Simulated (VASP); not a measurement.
# GaN (P6_3mc) in VASP: settings compared

GaN is run at these levels: PBE, LDA, r2SCAN; tasks: single point.

All numbers are computed with VASP 6.6.1; they aren't measurements. Logs are shortened: lines on timing, memory, paths and dates and some standing lists are left out, and cuts for length are marked.

## Step 1: The cell of the first run

Symmetry: P6_3mc, No. 186, hexagonal system. Conventional cell: a = 3.189 Å, b = 3.189 Å, c = 5.185 Å, α = 90.00°, β = 90.00°, γ = 120.00°. Ga (site symmetry 3m) has 4 N at 1.95 Å within 2.6 Å. N (site symmetry 3m) has 4 Ga at 1.95 Å within 2.6 Å.

## Step 2: Single point, PBE

Input file INCAR:

```
SYSTEM = GaN
PREC = Accurate
ENCUT = 520
EDIFF = 1E-6
ISMEAR = 0
SIGMA = 0.03
LREAL = .False.
LASPH = .True.
NELM = 80
ALGO = Normal
ISIF = 2
LWAVE = .False.
LCHARG = .True.
GGA = PE
LELF = .True.
LVHAR = .True.
NBANDS = 26
```

Input file KPOINTS:

```
Automatic mesh
0
Gamma
  8 8 5
  0 0 0
```

Input file POSCAR:

```
GaN
1.0
    3.1890000000      0.0000000000      0.0000000000
   -1.5945000000      2.7617550100      0.0000000000
    0.0000000000      0.0000000000      5.1850000000
Ga N
2 2
Direct
    0.3333333300      0.6666666700      0.0000000000
    0.6666666700      0.3333333300      0.5000000000
    0.3333333300      0.6666666700      0.3770000000
    0.6666666700      0.3333333300      0.8770000000
```

Potentials or basis: VASP PAW PBE potentials, release 64 (Ga_d, N).

Launch:

```sh
cat potpaw_PBE.64/Ga_d/POTCAR potpaw_PBE.64/N/POTCAR > POTCAR
mpirun -np 1 vasp_std > vasp.out
```

OUTCAR:

```text
SYSTEM = GaN
   PREC = Accurate
   ENCUT = 520
   EDIFF = 1E-6
   ISMEAR = 0
   LREAL = .False.
   LASPH = .True.
   NELM = 80
   ISIF = 2
   GGA = PE

 ion  position               nearest neighbor table
   1  0.333  0.667  0.000-   4 1.95   4 1.95   4 1.95   3 1.95
   2  0.667  0.333  0.500-   3 1.95   3 1.95   3 1.95   4 1.95
   3  0.333  0.667  0.377-   2 1.95   2 1.95   2 1.95   1 1.95
   4  0.667  0.333  0.877-   1 1.95   1 1.95   1 1.95   2 1.95

  LATTYP: Found a hexagonal cell.
 ALAT       =     3.1890000000
 C/A-ratio  =     1.6259015365

  Lattice vectors:

 A1 = (   3.1890000000,   0.0000000000,   0.0000000000)
 A2 = (  -1.5945000000,   2.7617550100,   0.0000000000)
 A3 = (   0.0000000000,   0.0000000000,   5.1850000000)

Analysis of symmetry for initial positions (statically):
=====================================================================
 Subroutine PRICEL returns:
 Original cell was already a primitive cell.

 Routine SETGRP: Setting up the symmetry group for a
 hexagonal supercell.

 Subroutine GETGRP returns: Found 12 space group operations
 (whereof  6 operations were pure point group operations)
 out of a pool of 24 trial point group operations.

The static configuration has the point symmetry C_3v.
 The point group associated with its full space group is C_6v.

Analysis of symmetry for dynamics (positions and initial velocities):
=====================================================================
 Subroutine PRICEL returns:
 Original cell was already a primitive cell.

 Routine SETGRP: Setting up the symmetry group for a
 hexagonal supercell.

 Subroutine GETGRP returns: Found 12 space group operations
 (whereof  6 operations were pure point group operations)
 out of a pool of 24 trial point group operations.

The dynamic configuration has the point symmetry C_3v.
 The point group associated with its full space group is C_6v.

 Subroutine INISYM returns: Found 12 space group operations
 (whereof  6 operations are pure point group operations),
 and found     1 'primitive' translations

----------------------------------------------------------------------------------------

                                     Primitive cell
[... 90 lines left out ...]
   LNONCOLLINEAR =      F non collinear calculations
   LSORBIT =      F    spin-orbit coupling
   LASPH  =      T    aspherical Exc in radial PAW
   ENCUT  =  520.0 eV  38.22 Ry    6.18 a.u.   5.93  5.93  9.64*2*pi/ulx,y,z
   NELM   =     80;   NELMIN=  2; NELMDL= -5     # of ELM steps
   EDIFF  = 0.1E-05   stopping-criterion for ELM
   LREAL  =      F    real-space projection
   EDIFFG = 0.1E-04   stopping-criterion for IOM
   NSW    =      0    number of steps for IOM
   IBRION =     -1    ionic relax: 0-MD 1-quasi-New 2-CG
   NFREE  =      0    steps in history (QN), initial steepest desc. (CG)
   ISIF   =      2    stress and relaxation
   ISYM   =      2    0-nonsym 1-usesym 2-fastsym
   POTIM  = 0.5000    time-step for ionic-motion
   TEBEG  =    0.0;   TEEND  =   0.0 temperature during run
   PSTRESS=    0.0 pullay stress
   NELECT =      36.0000    total number of electrons
   NUPDOWN=      -1.0000    fix difference up-down
   EMIN   =  10.00;   EMAX   =-10.00  energy-range for DOS
   EFERMI =   0.00;   METHOD = LEGACY
   ISMEAR =     0;   SIGMA  =   0.03  broadening in eV -4-tet -1-fermi 0-gaus
   EFERMI_NEDOS =   21; number of points for ismear=-14 and -15
   IALGO  =     38    algorithm
   IMIX   =      4    mixing-type and parameters
     AMIX     =   0.40;   BMIX     =  1.00
     AMIX_MAG =   1.60;   BMIX_MAG =  1.00
  volume/ion in A,a.u.               =      11.42        77.04
  Fermi-wavevector in a.u.,A,eV,Ry     =   1.512329  2.857887 31.118402  2.287138
  Thomas-Fermi vector in A             =   2.622267
   LORBIT       =      0    0 simple, 1 ext, 2 COOP (PROOUT), +10 PAW based schemes
   GGA     = PE    functional components
   LHFCALC =     F    Hartree Fock is set to
   AEXX    =    0.0000 exact exchange contribution
   IVDW    =     0    specifies the selected vdW correction
   LEPSILON=     F    determine dielectric tensor
   LRPA    =     F    only Hartree local field effects (RPA)
 non-spin polarized calculation
 Gauss-broadening in eV      SIGMA  =   0.03
  energy-cutoff  :      520.00
  volume of cell :       45.67
 maximum number of plane-waves:      1248
 NGX is ok and might be reduce to    24
   NGX = 11   NGY = 11   NGZ = 19

 number of electron      35.9999985 magnetization

 Free energy of the ion-electron system (eV)
  ---------------------------------------------------
  ext. energy  EPLUGINS =         0.00000000
  ---------------------------------------------------
  free energy    TOTEN  =       -24.30335577 eV

  energy without entropy =      -24.30335577  energy(sigma->0) =      -24.30335577

 E-fermi :   5.5274     XC(G=0): -11.6718

 val. band max:        5.3207189273   @ k =   0.0000   0.0000   0.0000
 cond. band min:       7.2415913637   @ k =   0.0000   0.0000   0.0000
 fundamental gap:      1.9208724364
 Fermi energy:         5.5274483844

 k-point     1 :       0.0000    0.0000    0.0000
  band No.  band energies     occupation
      1     -10.6593      2.00000
      2      -9.7365      2.00000
      3      -8.1139      2.00000
      4      -8.0991      2.00000
      5      -8.0991      2.00000
      6      -8.0375      2.00000
[... 685 lines left out ...]
     25      16.9665      0.00000
     26      17.8976      0.00000

 [... further k-points ...]

------------------------ aborting loop because EDIFF is reached ----------------------------------------

  FORCE on cell =-STRESS in cart. coord.  units (eV):
  Direction    XX          YY          ZZ          XY          YZ          ZX
  --------------------------------------------------------------------------------------
  -------------------------------------------------------------------------------------
  Total        1.5137457      1.5137457      1.6833693      0.0000000      0.0000000     -0.0000000
  in kB       53.1098516     53.1098515     59.0611023      0.0000000      0.0000000     -0.0000000
  external PRESSURE =      55.0936018 kB  Pullay stress =       0.0000000 kB

 VOLUME and BASIS-vectors are now :
 -----------------------------------------------------------------------------
  energy-cutoff  :      520.00
  volume of cell :       45.67
      direct lattice vectors                 reciprocal lattice vectors
     3.189000000  0.000000000  0.000000000     0.313577924  0.181044299  0.000000000
    -1.594500000  2.761755010  0.000000000     0.000000000  0.362088598  0.000000000
     0.000000000  0.000000000  5.185000000     0.000000000  0.000000000  0.192864031

 POSITION                                       TOTAL-FORCE (eV/Angst)
 -----------------------------------------------------------------------------------
     -0.00000      1.84117      0.00000        -0.000000      0.000000      0.001270
      1.59450      0.92058      2.59250         0.000000      0.000000      0.001270
     -0.00000      1.84117      1.95475         0.000000      0.000000     -0.001270
      1.59450      0.92058      4.54725        -0.000000      0.000000     -0.001270
 -----------------------------------------------------------------------------------
    total drift:                               -0.000011      0.000005     -0.000362

  FREE ENERGIE OF THE ION-ELECTRON SYSTEM (eV)
  ---------------------------------------------------
  free  energy   TOTEN  =       -24.3033557718 eV

  energy  without entropy=      -24.3033557718  energy(sigma->0) =      -24.30335577
```

OSZICAR:

```text
N       E                     dE             d eps       ncg     rms          rms(c)
DAV:   1     0.281041998279E+03    0.28104E+03   -0.17597E+04  1720   0.258E+03
DAV:   2     0.823523876039E+01   -0.27281E+03   -0.25575E+03  1696   0.497E+02
DAV:   3    -0.270620384867E+02   -0.35297E+02   -0.34829E+02  1840   0.144E+02
DAV:   4    -0.282971215699E+02   -0.12351E+01   -0.12291E+01  1868   0.288E+01
DAV:   5    -0.283228162229E+02   -0.25695E-01   -0.25673E-01  1904   0.404E+00    0.109E+01
DAV:   6    -0.242247628473E+02    0.40981E+01   -0.10052E+01  2602   0.490E+01    0.307E+00
DAV:   7    -0.243213431072E+02   -0.96580E-01   -0.14049E+00  1648   0.901E+00    0.271E+00
DAV:   8    -0.243165633621E+02    0.47797E-02   -0.14404E-01  2626   0.499E+00    0.791E-01
DAV:   9    -0.243028497027E+02    0.13714E-01   -0.44735E-02  2578   0.358E+00    0.343E-01
DAV:  10    -0.243033657047E+02   -0.51600E-03   -0.44177E-03  1622   0.408E-01    0.615E-02
DAV:  11    -0.243033554903E+02    0.10214E-04   -0.23534E-04  2820   0.264E-01    0.359E-02
DAV:  12    -0.243033553836E+02    0.10670E-06   -0.51094E-05  2102   0.708E-02    0.133E-02
DAV:  13    -0.243033557718E+02   -0.38822E-06   -0.55128E-06  2074   0.220E-02
   1 F= -.24303356E+02 E0= -.24303356E+02  d E =-.252135E-24
```

stdout:

```text
POSCAR found type information on POSCAR GaN
 POSCAR found :  2 types and       4 ions
 scaLAPACK will be used
 LDA part: xc-table for (Slater+PW92), standard interpolation
 POSCAR, INCAR and KPOINTS ok, starting setup
 FFT: planning ... GRIDC
 FFT: planning ... GRID_SOFT
 FFT: planning ... GRID
 WAVECAR not read
 entering main loop
```

Run time: 56 s. Hardware: 1 thread of AMD EPYC 7R13, shared host; peak memory 0.14 GiB.

Results:

```yaml
Free_energy: -24.3034 eV
Pressure: 5.5 GPa
Band_gap_on_the_k_mesh: 1.92 eV
```

Levels at points of the mesh, in eV from the valence-band top:
```csv
k point,band 16,band 17,band 18,band 19,band 20,band 21
"(0.00, 0.00, 0.00)",-0.03,0.00,0.00,1.92,4.24,9.21
"(0.50, 0.00, 0.00)",-2.74,-2.19,-1.00,5.06,5.57,6.07
```

Caveat: the cell stands under pressure.

## Step 3: Single point, LDA

Input file INCAR:

```
SYSTEM = GaN
PREC     = Accurate       ! precision mode
ENCUT    = 520            ! plane-wave cutoff, eV
EDIFF    = 1E-6           ! SCF threshold, eV
ISMEAR   = 0              ! smearing method
SIGMA    = 0.03           ! smearing width, eV
LREAL    = .FALSE.        ! projectors in reciprocal space
LASPH    = .TRUE.         ! aspherical terms in the spheres
NELM     = 80             ! most SCF steps
ALGO     = Normal         ! electronic algorithm
ISIF     = 2              ! what is computed and relaxed
LWAVE    = .FALSE.        ! write WAVECAR
LCHARG   = .FALSE.        ! write CHGCAR
GGA      = CA             ! functional
NBANDS   = 26             ! bands
```

Input file KPOINTS:

```
Automatic mesh
0
G
  8 8 5
  0 0 0
```

POSCAR is that of step 2.

Potentials or basis: VASP PAW LDA potentials, release 64 (Ga_d, N).

Launch:

```sh
cat potpaw_LDA.64/Ga_d/POTCAR potpaw_LDA.64/N/POTCAR > POTCAR
mpirun -np 1 vasp_std > vasp.out
```

Wall time 76 s (1 thread of AMD EPYC 7R13, shared host); peak memory 0.13 GiB.

Results (log left out):

* Free energy: -27.8908 eV
* Pressure: -5.1 GPa
* Largest force: 0.005 eV/Å
* Band gap on the k mesh: 1.94 eV

Forces in eV/Å, atoms in the order of the input:
```
Ga   0.000  0.000  0.005
Ga   0.000  0.000  0.005
N    0.000  0.000 -0.005
N    0.000  0.000 -0.005
```

Stress tensor (GPa, compression positive):
```
-5.37  0.00  0.00
 0.00 -5.37  0.00
 0.00  0.00 -4.65
```

Levels at points of the mesh, in eV from the valence-band top:
```csv
k point,band 14,band 15,band 16,band 17,band 18,band 19,band 20,band 21,band 22,band 23
"(0.00, 0.00, 0.00)",-1.05,-1.05,-0.03,0.00,0.00,1.94,4.14,9.06,9.70,9.70
"(0.50, 0.00, 0.00)",-5.33,-4.25,-2.78,-2.23,-1.01,4.90,5.49,5.93,8.46,10.21
```

Caveat: the cell stands under tension.

## Step 4: Single point, r2SCAN

POSCAR is that of step 3.

Input file INCAR.step1:

```
ALGO = Normal
EDIFF = 1E-4
ENCUT = 520
GGA = PE
ISMEAR = 0
LASPH = True
LCHARG = False
LREAL = False
LWAVE = True
NBANDS = 26
NELM = 60
PREC = Accurate
SIGMA = 0.03
```

Input file INCAR.step2:

```
ALGO = Normal
EDIFF = 1E-6
ENCUT = 520
ISIF = 2
ISMEAR = 0
ISTART = 1
LASPH = True
LCHARG = False
LMIXTAU = True
LREAL = False
LWAVE = False
METAGGA = R2SCAN
NBANDS = 26
NELM = 60
PREC = Accurate
SIGMA = 0.03
```

Input file KPOINTS:

```
k-points
0
Gamma
  8 8 5
```

Potentials or basis: VASP PAW PBE potentials, release 64 (Ga_d, N).

Launch:

```sh
cat potpaw_PBE.64/Ga_d/POTCAR potpaw_PBE.64/N/POTCAR > POTCAR
cp INCAR.step1 INCAR
mpirun -np 1 vasp_std > vasp.out
cp INCAR.step2 INCAR
mpirun -np 1 vasp_std > vasp.out
```

Run time: 3.2 min. Hardware: 1 thread of AMD EPYC 7R13, shared host; peak memory 0.15 GiB.

It converged, with:

* Free energy: -43.8217 eV
* Pressure: 0.3 GPa
* Largest force: 0.007 eV/Å
* Band gap on the k mesh: 2.32 eV

Forces on the atoms (eV/Å):
```
Ga   0.000  0.000  0.007
Ga   0.000  0.000  0.007
N    0.000  0.000 -0.007
N    0.000  0.000 -0.007
```

Stress tensor (GPa, compression positive):
```
0.15 0.00 0.00
0.00 0.15 0.00
0.00 0.00 0.55
```

Levels at points of the mesh, in eV from the valence-band top:
```tsv
k point	band 14	band 15	band 16	band 17	band 18	band 19	band 20	band 21	band 22	band 23
(0.00, 0.00, 0.00)	-1.07	-1.07	-0.03	0.00	0.00	2.32	4.77	9.95	10.55	10.55
(0.50, 0.00, 0.00)	-5.37	-4.28	-2.83	-2.22	-1.03	5.56	6.10	6.55	9.33	11.05
```

Caveat: the PAW data sets were made with another functional, which shifts forces and pressure a little.

## Step 5: Summary

| level | potentials or basis | gap on the mesh (eV) | pressure (GPa) |
| --- | --- | --- | --- |
| PBE | VASP PAW PBE potentials, release 64 (Ga_d, N) | 1.92 | 5.5 |
| LDA | VASP PAW LDA potentials, release 64 (Ga_d, N) | 1.94 | -5.1 |
| r2SCAN | VASP PAW PBE potentials, release 64 (Ga_d, N) | 2.32 | 0.3 |

Alike in all rows: task single point; no spin polarisation; cell as given; k mesh 8 × 8 × 5; cutoff (eV) 520; smearing gaussian 0.03 eV.

Caveats: the cell stands under pressure (at least some runs); the cell stands under tension (at least some runs); the PAW data sets were made with another functional, which shifts forces and pressure a little (at least some runs).

Total energies depend on the potentials used, so only differences within one code and one set of settings carry meaning.
